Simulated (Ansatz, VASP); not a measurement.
# ZrC in VASP and in Ansatz

INCAR

```
SYSTEM = ZrC
  ALGO = Normal
  EDIFF = 1E-7
  ENCUT = 520
  GGA = PE
  ISIF = 2
  ISMEAR = 0
  LASPH = .True.
  LCHARG = .True.
  LELF = .True.
  LREAL = .False.
  LVHAR = .True.
  LWAVE = .False.
  NBANDS = 15
  NELM = 60
  PREC = Accurate
  SIGMA = 0.15
```

File KPOINTS:

```
k-points
0
Gamma
  18 18 18
  0 0 0
```

The input POSCAR:

```
ZrC
1.0
    0.0000000000      2.3502100000      2.2562016000
    2.3502100000      0.0000000000      2.2562016000
    2.3502100000      2.3502100000      0.0000000000
Zr C
1 1
Direct
    0.5000000000      0.5000000000      0.5000000000
    0.0000000000      0.0000000000      0.0000000000
```

Input for Ansatz:

```yaml
crystal:
  lattice:
    - [0.0, 2.35021, 2.2562016]
    - [2.35021, 0.0, 2.2562016]
    - [2.35021, 2.35021, 0.0]
  atoms:
    - { symbol: Zr, position: [0.5, 0.5, 0.5] }
    - { symbol: C, position: [0.0, 0.0, 0.0] }
basis:
  ecutwfc: 420
kpoints:
  mp_grid: { grid: [18, 18, 18] }
hamiltonian:
  xc: pbe
scf:
  occupations: { method: gaussian, width: 0.15 }
output:
  forces: true
  stress: true
  eigenvalues: true
```

Change from the starting cell: strain +0.000 along x and y, -0.040 along z, atoms carried along.

Alike in both runs: task single point; functional PBE; k mesh 18 × 18 × 18; occupations gaussian, width 0.15 eV; no spin polarisation.

|  | VASP | Ansatz |
| --- | --- | --- |
| version | VASP 6.6.1 | Ansatz 0.2.0 |
| potentials or method | VASP PAW PBE potentials, release 64 (Zr_sv, C), cutoff 520 eV | scalar-relativistic, plane waves, PAW |
| valence electrons in the cell | 16 | 16 |

```csv
,VASP,Ansatz,Ansatz less VASP
gap on the k mesh at the Fermi level (eV),none,none,-
pressure (GPa),12.3,12.0,-0.27
"traceless stress, the component that is largest in VASP (GPa)",12.45,12.40,-0.047
```

A gap of «none» marks a metal or a gap that the smearing closes.
